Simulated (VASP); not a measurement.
**PbS: single point with RPBE+D3(BJ)**

The system is PbS.

```
Pb S
1.0
     2.09373   -6.03098    0.00000
     2.09373    6.03098    0.00000
     0.00000    0.00000    4.30766
Pb S
2 2
Direct
  0.13056 0.86944 0.25000
  0.86944 0.13056 0.75000
  0.35480 0.64520 0.25000
  0.64520 0.35480 0.75000
```

- Program: VASP 6.6.1
- Task: single point
- Functional: RPBE
- Dispersion: D3(BJ)
- Potentials or basis: VASP PAW PBE potentials, release 64 (Pb_d, S)
- Cutoff: 520 eV
- k mesh: 7 × 7 × 6
- Occupations: fermi-dirac, width 0.05 eV
- Spin: no spin polarisation

- Pressure: -11.6 GPa
- Largest force: 0.260 eV/Å
- Band gap on the k mesh: 1.38 eV (least direct gap 1.52 eV)
- Dispersion energy per atom: -1.490 eV

Forces in eV/Å, atoms in the order of the input:
```
Pb   0.000 -0.260  0.000
Pb   0.000  0.260  0.000
S    0.000  0.089  0.000
S    0.000 -0.089  0.000
```

Stress tensor (GPa, compression positive):
```
-11.97   0.00   0.00
  0.00 -10.40   0.00
  0.00   0.00 -12.32
```

Levels at points of the mesh, in eV from the valence-band top:
```
           k point  band 18  band 19  band 20  band 21  band 22  band 23
(0.00, 0.00, 0.00)    -1.49    -1.32    -0.39     4.76     4.94     4.98
(0.00, 0.00, 0.50)    -0.98    -0.03    -0.03     1.99     1.99     2.94
```

Wall time 91 s on 1 thread of Intel(R) Xeon(R) 6975P-C (Granite Rapids), with other jobs on the host, peak memory 0.35 GiB.

Caveat: the cell stands under tension; the PAW data sets were made with another functional, which shifts forces and pressure a little; spin-orbit coupling is left out, which moves the levels of the heavy elements; an odd mesh through Γ misses points on the zone boundary, where band edges can lie.
